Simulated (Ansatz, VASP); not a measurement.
One calculation of Ti3O4, two programs

The input INCAR:

```
SYSTEM = Ti3O4
PREC = Accurate ; ENCUT = 520
EDIFF = 1E-7 ; ISMEAR = 0
SIGMA = 0.15 ; LREAL = .False.
LASPH = .True. ; NELM = 80
ALGO = Normal ; ISIF = 2
LWAVE = .False. ; LCHARG = .True.
GGA = PS ; LELF = .True.
LVHAR = .True. ; NBANDS = 39
```

File KPOINTS:

```
Automatic mesh
0
Gamma
  8 8 14
  0 0 0
```

POSCAR

```
Ti3O4
1.0
    2.9856366343     -4.0303540220      0.0000000000
    2.9856366343      4.0303540220      0.0000000000
    0.0000000000      0.0000000000      2.9690273773
Ti O
3 4
Direct
    0.0000000000      0.0000000000      0.5000000000
    0.5000000000      0.0000000000      0.0000000000
    0.0000000000      0.5000000000      0.0000000000
    0.7627833111      0.7627833111      0.0000000000
    0.2588765548      0.7411234452      0.5000000000
    0.2372166889      0.2372166889      0.0000000000
    0.7411234452      0.2588765548      0.5000000000
```

Input for Ansatz:

```yaml
crystal:
  lattice:
    - [2.9856366343, -4.030354022, 0.0]
    - [2.9856366343, 4.030354022, 0.0]
    - [0.0, 0.0, 2.9690273773]
  atoms:
    - { symbol: Ti, position: [0.0, 0.0, 0.5] }
    - { symbol: Ti, position: [0.5, 0.0, 0.0] }
    - { symbol: Ti, position: [0.0, 0.5, 0.0] }
    - { symbol: O, position: [0.7627833111, 0.7627833111, 0.0] }
    - { symbol: O, position: [0.2588765548, 0.7411234452, 0.5] }
    - { symbol: O, position: [0.2372166889, 0.2372166889, 0.0] }
    - { symbol: O, position: [0.7411234452, 0.2588765548, 0.5] }
basis:
  ecutwfc: 420
kpoints:
  mp_grid: { grid: [8, 8, 14] }
hamiltonian:
  xc: pbesol
scf:
  occupations: { method: gaussian, width: 0.15 }
output:
  forces: true
  stress: true
  eigenvalues: true
```

Change from the starting cell: strain +0.0250 x Voigt [1, 0, 0, 0, 0, 0], atoms carried along.

Alike in both runs: task single point; functional PBEsol; k mesh 8 × 8 × 14; occupations gaussian, width 0.15 eV; no spin polarisation.

|  | VASP | Ansatz |
| --- | --- | --- |
| version | VASP 6.6.1 | Ansatz 0.2.0 |
| potentials or method | VASP PAW PBE potentials, release 64 (Ti_sv, O), cutoff 520 eV | scalar-relativistic, plane waves, PAW |
| valence electrons in the cell | 60 | 60 |

```tsv
	VASP	Ansatz	Ansatz less VASP
gap on the k mesh at the Fermi level (eV)	none	none	-
pressure (GPa)	-4.5	-5.2	-0.70
traceless stress, the component that is largest in VASP (GPa)	-3.10	-3.00	+0.094
rms of the force components (eV/Å)	0.096	0.106	+0.0098
```

VASP's potentials were made for PBE, not for PBEsol. Atom by atom the forces differ by 0.011 eV/Å (rms over components). A gap of «none» marks a metal or a gap that the smearing closes. The functional is the same, so the differences come from potentials, cutoffs and numerics.
